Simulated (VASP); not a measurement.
Wanted: the native input for a VASP 6.6.1 run.

* Task: relaxation of shape and atoms at fixed volume
* Functional: PBE
* Dispersion: D3(BJ)
* Potentials or basis: VASP PAW PBE potentials, release 64 (H, Cl, F)
* Cutoff: 600 eV
* k mesh: 12 × 12 × 6
* Occupations: gaussian, width 0.02 eV
* Spin: no spin polarisation
* Dipole correction: no
* Further INCAR settings: ALGO = Normal; EDIFF = 1e-06; IBRION = 2; EDIFFG = -0.01; NSW = 50; ISIF = 4

The structure of HClF2 lies in POSCAR:

```
HClF2
1.0
    3.6942879312      0.0000000000      0.0000000000
   -1.8471439656      3.1993471973      0.0000000000
    0.0000000000      0.0000000000      5.9884537960
H Cl F
1 1 2
Direct
    0.0000000000      0.0000000000      0.5000000000
    0.0000000000      0.0000000000      0.0000000000
    0.0000000000      0.0000000000      0.3128186791
    0.0000000000      0.0000000000      0.6871813209
```

One way to write it, as run:

INCAR

```
  PREC = Accurate
  ENCUT = 600
  EDIFF = 1E-6
  ISMEAR = 0
  SIGMA = 0.02
  LREAL = F
  LASPH = T
  NELM = 80
  ALGO = Normal
  ISIF = 4
  LWAVE = F
  LCHARG = F
  GGA = PE
  IVDW = 12
  IBRION = 2
  NSW = 50
  EDIFFG = -0.01
```

KPOINTS

```
Automatic mesh
0
Gamma
  12 12 6
```

Potentials or basis: VASP PAW PBE potentials, release 64 (H, Cl, F).

Command:

```bash
$ cat potpaw_PBE.64/H/POTCAR potpaw_PBE.64/Cl/POTCAR potpaw_PBE.64/F/POTCAR > POTCAR
$ mpirun -np 1 vasp_std > vasp.out
```

Results of the run:

```
Energy gained by relaxing  : 2.0 meV/atom
Ionic steps                : 5
Pressure after relaxing    : 0.1 GPa
Band gap on the k mesh     : 1.09 eV
Dispersion energy per atom : -0.050 eV
```

Run time: 3.1 min on 1 thread of Intel(R) Xeon(R) Platinum 8259CL CPU @ 2.50GHz (Skylake/Cascade Lake) (shared host), peak memory 0.27 GiB.
